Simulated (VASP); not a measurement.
Wanted: the native input for a VASP 6.6.1 run.

```
Task                   : single point
Functional             : PBE
Potentials or basis    : VASP PAW PBE potentials, release 64 (Ti_sv)
Cutoff                 : 520 eV
k mesh                 : 14 × 14 × 4
Occupations            : fermi-dirac, width 0.05 eV
Spin                   : collinear spin
Starting moments       : [1.0, 1.0, 1.0, 1.0] μB
Dipole correction      : no
Further INCAR settings : ALGO = Normal; EDIFF = 1e-06; NBANDS = 36
```

The structure of Ti lies in POSCAR:

```
Ti
1.0
    2.9739384979      0.0000000000      0.0000000000
   -1.4869692489      2.5755062885      0.0000000000
    0.0000000000      0.0000000000      9.4939368040
Ti
4
Direct
    1.0000000000      1.0000000000      1.0000000000
    1.0000000000      1.0000000000      0.5000000000
    0.3333333333      0.6666666667      0.2500000000
    0.6666666667      0.3333333333      0.7500000000
```

These files were run (other wordings do the same):

INCAR

```
PREC = Accurate ; ENCUT = 520
EDIFF = 1E-6 ; ISMEAR = -1
SIGMA = 0.05 ; LREAL = False
LASPH = True ; NELM = 150
ALGO = Normal ; ISIF = 2
LWAVE = False ; LCHARG = False
ISPIN = 2 ; MAGMOM = 1 1 1 1
LORBIT = 11 ; LMAXMIX = 4
GGA = PE ; NBANDS = 36
```

KPOINTS

```
regular mesh
0
Gamma
  14 14 4
```

Potentials or basis: VASP PAW PBE potentials, release 64 (Ti_sv).

Run with:

```bash
$ cat potpaw_PBE.64/Ti_sv/POTCAR > POTCAR
$ mpirun -np 1 vasp_std > vasp.out
```

It gave:

```json
{"Pressure": "-4.2 GPa", "Band gap on the k mesh": "zero (filled and empty bands overlap)", "Net moment": "0.00 μB per cell", "Valence electrons inside the program's atomic spheres": "Ti 10.20"}
```

Caveat: the cell stands under tension.

Wall time 6.2 min on 1 thread of AMD EPYC 9R45 96-Core Processor (Zen 5) (shared host), peak memory 0.36 GiB.
